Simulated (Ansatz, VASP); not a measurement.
CoNiSb: VASP beside Ansatz

```xyz
6
Lattice="4.2433 0.0000 0.0000 -2.1216 3.6748 0.0000 0.0000 0.0000 5.3802" Properties=species:S:1:pos:R:3 pbc="T T T"
Sb    0.0000    2.4499    1.3451
Sb    2.1216    1.2249    4.0352
Ni    0.0000    2.4499    4.0352
Ni    2.1216    1.2249    1.3451
Co    0.0000    0.0000    0.0000
Co    0.0000    0.0000    2.6901
```

Alike in both runs: task single point; functional PBE; k mesh 7 × 7 × 5; occupations fermi-dirac, width 0.05 eV; collinear spin, ferromagnetic start.

|  | VASP | Ansatz |
| --- | --- | --- |
| version | VASP 6.6.1 | Ansatz 0.2.0 |
| potentials or method | VASP PAW PBE potentials, release 64 (Sb, Ni, Co) | Ansatz PAW |
| plane-wave cutoff (eV) | 520 | 420 |
| valence electrons in the cell | 48 | 100 |

|  | VASP | Ansatz | Ansatz less VASP |
| --- | --- | --- | --- |
| gap on the k mesh at the Fermi level (eV) | none | none | - |
| pressure (GPa) | 0.5 | 0.8 | +0.29 |
| traceless stress, the component that is largest in VASP (GPa) | -0.91 | -1.06 | -0.153 |
| net moment per atom (μB) | 0.30 | 0.31 | +0.007 |
| size of the moment on the site where the two differ most (μB) | 0.89 | 0.92 | +0.029 |

Site moments also hang on the region over which each program counts them. A gap of «none» marks a metal or a gap that the smearing closes. VASP's potentials hold 48 valence electrons a cell and Ansatz's 100, so a difference there can come from the potentials and not from the codes.

Neither program's run includes spin-orbit coupling.
